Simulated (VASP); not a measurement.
# PbF2 (P1) in VASP: molecular dynamics with PBE+D3(BJ)

Aim: the molecular dynamics of PbF2 with PBE+D3(BJ).

All numbers are computed with VASP 6.6.1; they aren't measurements. Logs are shortened: lines on timing, memory, paths and dates and some standing lists are left out, and cuts for length are marked.

## (1) The cell of the first run

The typed cell holds 24 atoms: a = 8.366 Å, b = 8.366 Å, c = 8.366 Å, α = 60.00°, β = 60.00°, γ = 60.00°.

## (2) Molecular dynamics, PBE+D3(BJ)

INCAR

```
  PREC = Accurate
  ENCUT = 520
  EDIFF = 1E-5
  ISMEAR = -1
  SIGMA = 0.05
  LREAL = Auto
  LASPH = True
  NELM = 100
  ALGO = Normal
  ISIF = 2
  LWAVE = False
  LCHARG = True
  GGA = PE
  IVDW = 12
  IBRION = 0
  NSW = 40
  POTIM = 2.0
  TEBEG = 650.0
  TEEND = 650.0
  ISYM = 0
  NELMIN = 4
  RANDOM_SEED = 450736 0 0
  MDALGO = 2
  SMASS = 0
```

KPOINTS

```
regular mesh
0
Gamma
  1 1 1
```

POSCAR

```
PbF2
1.0
    0.0000000000      5.9158970000      5.9158970000
    5.9158970000      0.0000000000      5.9158970000
    5.9158970000      5.9158970000      0.0000000000
Pb F
8 16
Direct
    0.0137157000     -0.0050295900     -0.0022841800
    0.0056519000      0.0067453900      0.5025245900
   -0.0175065200      0.4988503100      0.0006609200
    0.0019429800      0.5000569900      0.4927103300
    0.5105448100      0.0020512600     -0.0062925900
    0.4888355300      0.0080667600      0.4936682700
    0.4959413900      0.4958553900      0.0110400900
    0.5078170100      0.4877032800      0.4976337500
    0.3707038500      0.3729816700      0.3902059700
    0.0883101100      0.1381999900      0.1408950900
    0.3808449700      0.3940663000      0.8583445300
    0.0728935000      0.1397460400      0.6543525900
    0.3619818900      0.9325991300      0.3386613900
    0.1677112700      0.6037010200      0.1162267200
    0.3746984600      0.8596101500      0.9083185300
    0.1326516500      0.6280579700      0.6354672600
    0.8756149500      0.3910612700      0.3705812600
    0.6102629500      0.1218249000      0.1525357900
    0.9193505600      0.3763989900      0.8412024900
    0.6493666600      0.1223966600      0.6066501200
    0.8463301000      0.8634359200      0.4055201000
    0.5951263700      0.6252717800      0.1505863200
    0.8456634300      0.8825336600      0.9018950400
    0.6327697600      0.6102821100      0.6413138600
```

Potentials or basis: VASP PAW PBE potentials, release 64 (Pb_d, F).

On the command line:

```console
> cat potpaw_PBE.64/Pb_d/POTCAR potpaw_PBE.64/F/POTCAR > POTCAR
> mpirun -np 1 vasp_gam > vasp.out
```

OUTCAR:

```text
PREC = Accurate
   ENCUT = 520
   EDIFF = 1E-5
   ISMEAR = -1
   LREAL = Auto
   LASPH = True
   NELM = 100
   ISIF = 2
   GGA = PE
   IVDW = 12
   IBRION = 0
   NSW = 40
   POTIM = 2.0
   TEBEG = 650.0
   ISYM = 0
   NELMIN = 4
 IVDW          = 12

 ion  position               nearest neighbor table
   1  0.014  0.995  0.998-  12 2.38  15 2.48  10 2.49  23 2.59  19 2.62  14 2.68  18 2.76  21 2.80
                             6 4.10   3 4.10   7 4.11   2 4.13
   2  0.006  0.007  0.503-  12 2.43  20 2.44  13 2.46  10 2.49  16 2.59  17 2.63  23 2.74  21 2.74
                             6 4.01   4 4.07   8 4.10   5 4.13   1 4.13
   3  0.982  0.499  0.001-  19 2.39  10 2.47  16 2.51  17 2.54  23 2.63  22 2.65  11 2.73  14 2.79
                             7 4.04   8 4.07   5 4.08   1 4.10
   4  0.002  0.500  0.493-  19 2.39  17 2.44  12 2.49  21 2.50   9 2.52  24 2.53  14 2.59  16 2.74
                             2 4.07   7 4.08   6 4.09
   5  0.511  0.002  0.994-  23 2.29  13 2.38  15 2.50  22 2.59  18 2.60  20 2.65  11 2.68  10 2.88
                             3 4.08   8 4.11   6 4.12   2 4.13
   6  0.489  0.008  0.494-  18 2.33  21 2.45  13 2.46   9 2.50  20 2.66  24 2.72  15 2.84  12 2.85
                             2 4.01   7 4.06   4 4.09   1 4.10   8 4.11   5 4.12
   7  0.496  0.496  0.011-  14 2.24  15 2.49  22 2.52  24 2.53  11 2.53  18 2.56   9 2.59  19 2.90
                             3 4.04   6 4.06   4 4.08   8 4.09   1 4.11
   8  0.508  0.488  0.498-  22 2.38   9 2.46  11 2.47  20 2.50  17 2.52  16 2.57  24 2.67   3 4.07
                             7 4.09   2 4.10   5 4.11   6 4.11
   9  0.371  0.373  0.390-   8 2.46   6 2.50   4 2.52   7 2.59
  10  0.088  0.138  0.141-   3 2.47   2 2.49   1 2.49   5 2.88
  11  0.381  0.394  0.858-   8 2.47   7 2.53   5 2.68   3 2.73
  12  0.073  0.140  0.654-   1 2.38   2 2.43   4 2.49   6 2.85
  13  0.362  0.933  0.339-   5 2.38   2 2.46   6 2.46
  14  0.168  0.604  0.116-   7 2.24   4 2.59   1 2.68   3 2.79
  15  0.375  0.860  0.908-   1 2.48   7 2.49   5 2.50   6 2.84
  16  0.133  0.628  0.635-   3 2.51   8 2.57   2 2.59   4 2.74
  17  0.876  0.391  0.371-   4 2.44   8 2.52   3 2.54   2 2.63
  18  0.610  0.122  0.153-   6 2.33   7 2.56   5 2.60   1 2.76
  19  0.919  0.376  0.841-   3 2.39   4 2.39   1 2.62   7 2.90
  20  0.649  0.122  0.607-   2 2.44   8 2.50   5 2.65   6 2.66
  21  0.846  0.863  0.406-   6 2.45   4 2.50   2 2.74   1 2.80
  22  0.595  0.625  0.151-   8 2.38   7 2.52   5 2.59   3 2.65
  23  0.846  0.883  0.902-   5 2.29   1 2.59   3 2.63   2 2.74
  24  0.633  0.610  0.641-   7 2.53   4 2.53   8 2.67   6 2.72

IMPORTANT INFORMATION: All symmetrisations will be switched off!
NOSYMM: (Re-)initialisation of all symmetry stuff for point group C_1.

----------------------------------------------------------------------------------------

                                     Primitive cell

  volume of cell :     414.0872

  direct lattice vectors                    reciprocal lattice vectors
     0.000000000  5.915897000  5.915897000    -0.084518037  0.084518037  0.084518037
     5.915897000  0.000000000  5.915897000     0.084518037 -0.084518037  0.084518037
     5.915897000  5.915897000  0.000000000     0.084518037  0.084518037 -0.084518037

  length of vectors
     8.366341771  8.366341771  8.366341771     0.146389534  0.146389534  0.146389534

  position of ions in fractional coordinates (direct lattice)
     0.013715700  0.994970410  0.997715820
     0.005651900  0.006745390  0.502524590
     0.982493480  0.498850310  0.000660920
     0.001942980  0.500056990  0.492710330
     0.510544810  0.002051260  0.993707410
     0.488835530  0.008066760  0.493668270
[... 16 lines left out ...]
     0.845663430  0.882533660  0.901895040
     0.632769760  0.610282110  0.641313860

  ion indices of the primitive-cell ions
   primitive index   ion index
                 1           1
                 2           2
                 3           3
                 4           4
                 5           5
                 6           6
[... 16 lines left out ...]
                23          23
                24          24

----------------------------------------------------------------------------------------

 KPOINTS: regular mesh

Automatic generation of k-mesh.
 Grid dimensions read from file:
 generate k-points for:    1    1    1

 Generating k-lattice:

  Cartesian coordinates                     Fractional coordinates (reciprocal lattice)
    -0.084518037  0.084518037  0.084518037     1.000000000  0.000000000  0.000000000
     0.084518037 -0.084518037  0.084518037     0.000000000  1.000000000  0.000000000
     0.084518037  0.084518037 -0.084518037     0.000000000  0.000000000  1.000000000

  Length of vectors
     0.146389534  0.146389534  0.146389534

  Shift w.r.t. Gamma in fractional coordinates (k-lattice)
     0.000000000  0.000000000  0.000000000

 Subroutine IBZKPT returns following result:
 ===========================================

 Found      1 irreducible k-points:

 Following reciprocal coordinates:
            Coordinates               Weight
  0.000000  0.000000  0.000000      1.000000
   k-points           NKPTS =      1   k-points in BZ     NKDIM =      1   number of bands    NBANDS=    134
   number of dos      NEDOS =    301   number of ions     NIONS =     24
   total plane-waves  NPLWV = 262144
   dimension x,y,z NGX =    64 NGY =   64 NGZ =   64
   dimension x,y,z NGXF=   128 NGYF=  128 NGZF=  128
   ions per type =               8  16
   NGX,Y,Z   is equivalent  to a cutoff of  12.72, 12.72, 12.72 a.u.
   NGXF,Y,Z  is equivalent  to a cutoff of  25.43, 25.43, 25.43 a.u.
 SYSTEM =  unknown system
   PREC   = accura    normal or accurate (medium, high low for compatibility)
   ISTART =      0    job   : 0-new  1-cont  2-samecut
   ICHARG =      2    charge: 1-file 2-atom 10-const
   ISPIN  =      1    spin polarized calculation?
   LNONCOLLINEAR =      F non collinear calculations
   LSORBIT =      F    spin-orbit coupling
   LASPH  =      T    aspherical Exc in radial PAW
   ENCUT  =  520.0 eV  38.22 Ry    6.18 a.u.  15.56 15.56 15.56*2*pi/ulx,y,z
   NELM   =    100;   NELMIN=  4; NELMDL= -5     # of ELM steps
   EDIFF  = 0.1E-04   stopping-criterion for ELM
   LREAL  =      T    real-space projection
   EDIFFG = 0.1E-03   stopping-criterion for IOM
   NSW    =     40    number of steps for IOM
   IBRION =      0    ionic relax: 0-MD 1-quasi-New 2-CG
   NFREE  =      0    steps in history (QN), initial steepest desc. (CG)
   ISIF   =      2    stress and relaxation
   ISYM   =      0    0-nonsym 1-usesym 2-fastsym
   POTIM  = 2.0000    time-step for ionic-motion
   TEBEG  =  650.0;   TEEND  = 650.0 temperature during run
   PSTRESS=    0.0 pullay stress
   NELECT =     224.0000    total number of electrons
   NUPDOWN=      -1.0000    fix difference up-down
   EMIN   =  10.00;   EMAX   =-10.00  energy-range for DOS
   EFERMI =   0.00;   METHOD = LEGACY
   ISMEAR =    -1;   SIGMA  =   0.05  broadening in eV -4-tet -1-fermi 0-gaus
   EFERMI_NEDOS =   21; number of points for ismear=-14 and -15
   IALGO  =     38    algorithm
   IMIX   =      4    mixing-type and parameters
     AMIX     =   0.40;   BMIX     =  1.00
     AMIX_MAG =   1.60;   BMIX_MAG =  1.00
  volume/ion in A,a.u.               =      17.25       116.43
  Fermi-wavevector in a.u.,A,eV,Ry     =   1.333911  2.520727 24.209104  1.779319
  Thomas-Fermi vector in A             =   2.462733
   LORBIT       =      0    0 simple, 1 ext, 2 COOP (PROOUT), +10 PAW based schemes
   GGA     = PE    functional components
   LHFCALC =     F    Hartree Fock is set to
   AEXX    =    0.0000 exact exchange contribution
   IVDW    =    12    specifies the selected vdW correction
   LEPSILON=     F    determine dielectric tensor
   LRPA    =     F    only Hartree local field effects (RPA)
 molecular dynamics for ions
 non-spin polarized calculation
  energy-cutoff  :      520.00
  volume of cell :      414.09
 maximum number of plane-waves:      5557
 NGX is ok and might be reduce to    64
   NGX = 31   NGY = 31   NGZ = 31

--------------------------------------- Ionic step        1  -------------------------------------------

 number of electron     224.0000003 magnetization

 Free energy of the ion-electron system (eV)
  ---------------------------------------------------
  ext. energy  EPLUGINS =         0.00000000
  ---------------------------------------------------
  free energy    TOTEN  =      -112.90368211 eV

  energy without entropy =     -112.90368211  energy(sigma->0) =     -112.90368211

------------------------ aborting loop because EDIFF is reached ----------------------------------------

 Edisp (eV)   -3.70546

 E8    (eV) :    -1.5958

  FORCE on cell =-STRESS in cart. coord.  units (eV):
  Direction    XX          YY          ZZ          XY          YZ          ZX
  --------------------------------------------------------------------------------------
  -------------------------------------------------------------------------------------
  Total       9.40528     9.22004    10.14488     1.99891     0.41651    -1.56459
  in kB      36.39070    35.67398    39.25234     7.73412     1.61156    -6.05368
  external pressure =       37.11 kB  Pullay stress =        0.00 kB
[... 189 lines left out ...]
  ENERGY OF THE ELECTRON-ION-THERMOSTAT SYSTEM (eV)
  ---------------------------------------------------
% ion-electron   TOTEN  =      -116.669996  see above
  kinetic energy EKIN   =         1.991590
  kin. lattice  EKIN_LAT=         0.000000  (temperature  669.89 K)
  nose potential ES     =         0.001334
  nose kinetic   EPS    =         0.000030
  ---------------------------------------------------
  total energy   ETOTAL =      -114.677041 eV

[... ionic steps 4 to 37 ...]

--------------------------------------- Ionic step       38  -------------------------------------------

 number of electron     223.9999996 magnetization

------------------------ aborting loop because EDIFF is reached ----------------------------------------

 Edisp (eV)   -3.70510

 E8    (eV) :    -1.5958
[... 125 lines left out ...]
  ENERGY OF THE ELECTRON-ION-THERMOSTAT SYSTEM (eV)
  ---------------------------------------------------
% ion-electron   TOTEN  =      -115.681378  see above
  kinetic energy EKIN   =         1.670072
  kin. lattice  EKIN_LAT=         0.000000  (temperature  561.75 K)
  nose potential ES     =        -0.664532
  nose kinetic   EPS    =         0.000014
  ---------------------------------------------------
  total energy   ETOTAL =      -114.675823 eV

--------------------------------------- Ionic step       40  -------------------------------------------

 number of electron     224.0000002 magnetization

 Free energy of the ion-electron system (eV)
  ---------------------------------------------------
  ext. energy  EPLUGINS =         0.00000000
  ---------------------------------------------------
  free energy    TOTEN  =      -111.90060336 eV

  energy without entropy =     -111.90060336  energy(sigma->0) =     -111.90060336

 E-fermi :   3.7539     XC(G=0):  -9.4173

 val. band max:        2.5342636198   @ k =   0.0000   0.0000   0.0000
 cond. band min:       6.1235490346   @ k =   0.0000   0.0000   0.0000
 fundamental gap:      3.5892854148
 Fermi energy:         3.7539265248

 k-point     1 :       0.0000    0.0000    0.0000
  band No.  band energies     occupation
      1     -20.0256      2.00000
      2     -19.6658      2.00000
      3     -19.5171      2.00000
      4     -19.4232      2.00000
      5     -19.3478      2.00000
      6     -19.1832      2.00000
[... 116 lines left out ...]
    123       9.1518      0.00000
    124       9.3003      0.00000
 [bands above 124 left out]

------------------------ aborting loop because EDIFF is reached ----------------------------------------

 Edisp (eV)   -3.70505

 E8    (eV) :    -1.5958

  FORCE on cell =-STRESS in cart. coord.  units (eV):
  Direction    XX          YY          ZZ          XY          YZ          ZX
  --------------------------------------------------------------------------------------
  -------------------------------------------------------------------------------------
  Total      12.66787    11.71231    14.38412    -0.86557    -0.81300    -1.59217
  in kB      49.01425    45.31700    55.65473    -3.34903    -3.14566    -6.16040
  external pressure =       50.00 kB  Pullay stress =        0.00 kB
[... 45 lines left out ...]
  ENERGY OF THE ELECTRON-ION-THERMOSTAT SYSTEM (eV)
  ---------------------------------------------------
% ion-electron   TOTEN  =      -115.605653  see above
  kinetic energy EKIN   =         1.598560
  kin. lattice  EKIN_LAT=         0.000000  (temperature  537.69 K)
  nose potential ES     =        -0.669398
  nose kinetic   EPS    =         0.000769
  ---------------------------------------------------
  total energy   ETOTAL =      -114.675722 eV
```

Wall time 24 min (1 thread of Intel Xeon Platinum 8488C (Sapphire Rapids), shared host); peak memory 0.68 GiB.

Results:

```yaml
Dispersion_energy_per_atom: -0.154 eV
```

Step by step:
```tsv
step	potential energy change (eV)	largest force (eV/Å)	pressure (GPa)	volume (Å³)	temperature (K)
1	0.0000	1.0667	3.71	414.09	653
2	-0.0334	1.0237	3.69	414.09	661
3	-0.0609	0.9632	3.52	414.09	670
4	-0.0810	0.8922	3.66	414.09	676
5	-0.0931	0.9115	3.68	414.09	678
6	-0.0958	0.9383	3.67	414.09	677
7	-0.0887	0.9722	3.67	414.09	672
8	-0.0717	1.0035	3.71	414.09	663
9	-0.0453	1.0470	3.73	414.09	650
10	-0.0105	1.0768	3.79	414.09	634
11	0.0310	1.0949	3.84	414.09	617
12	0.0773	1.0959	3.89	414.09	599
13	0.1259	1.0807	3.95	414.09	582
14	0.1743	1.1258	3.97	414.09	566
15	0.2198	1.2041	4.03	414.09	552
16	0.2600	1.2615	4.04	414.09	543
17	0.2929	1.3034	4.08	414.09	538
18	0.3169	1.3247	4.05	414.09	538
19	0.3311	1.3240	4.07	414.09	544
20	0.3356	1.3040	4.03	414.09	556
21	0.3311	1.2632	4.00	414.09	573
22	0.3189	1.2069	3.95	414.09	594
23	0.3010	1.2337	3.90	414.09	620
24	0.2798	1.2973	3.88	414.09	648
25	0.2583	1.3606	3.87	414.09	678
26	0.2395	1.4179	3.81	414.09	706
27	0.2268	1.4655	3.78	414.09	732
28	0.2228	1.5069	3.79	414.09	753
29	0.2302	1.5311	3.80	414.09	768
30	0.2507	1.5566	3.83	414.09	776
31	0.2853	1.5768	3.90	414.09	775
32	0.3347	1.6219	3.98	414.09	765
33	0.3980	1.6537	4.09	414.09	747
34	0.4737	1.6729	4.21	414.09	723
35	0.5594	1.6838	4.35	414.09	693
36	0.6519	1.6778	4.50	414.09	659
37	0.7472	1.6612	4.62	414.09	625
38	0.8407	1.6983	4.77	414.09	591
39	0.9278	1.8487	4.91	414.09	562
40	1.0035	1.9814	5.00	414.09	538
```

Caveat: the k points lie up to 0.92 Å⁻¹ apart; spin-orbit coupling is left out, which moves the levels of the heavy elements.
